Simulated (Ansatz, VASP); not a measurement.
# Cs2AgBiBr6: VASP beside Ansatz

```
Cs Ag Bi Br
1.0
     0.00000    5.36034    5.36034
     5.36034    0.00000    5.36034
     5.36034    5.36034    0.00000
Cs Ag Bi Br
2 1 1 6
Direct
  0.25000 0.25000 0.25000
  0.75000 0.75000 0.75000
  0.50000 0.50000 0.50000
  0.00000 0.00000 0.00000
  0.25620 0.74380 0.25620
  0.25620 0.74380 0.74380
  0.74380 0.25620 0.74380
  0.74380 0.25620 0.25620
  0.25620 0.25620 0.74380
  0.74380 0.74380 0.25620
```

Alike in both runs: functional PBEsol; k mesh 4 × 4 × 4; occupations gaussian, width 0.02 eV; no spin polarisation.

Ansatz relaxed the structure, and its values are those at the end. VASP's run is a single point on that final structure, the one shown.

|  | VASP | Ansatz |
| --- | --- | --- |
| version | VASP 6.6.1 | Ansatz 0.2.0 |
| potentials or method | VASP PAW PBE potentials, release 64 (Cs_sv, Ag, Bi_d, Br), cutoff 520 eV | scalar-relativistic, plane waves, PAW |
| valence electrons in the cell | 86 | 94 |

```csv
,VASP,Ansatz,Ansatz less VASP
gap on the k mesh at the Fermi level (eV),0.86,0.86,-0.002
least direct gap on the mesh (eV),2.34,2.34,-0.002
pressure (GPa),4.9,4.8,-0.03
```

VASP's potentials were made for PBE, not for PBEsol. With one functional, cell and mesh, what is left measures potentials, basis and numerics. VASP's potentials hold 86 valence electrons a cell and Ansatz's 94, so a difference there can come from the potentials and not from the codes. Ansatz's warnings: stress scf threshold loose.

Spin-orbit coupling is off throughout.
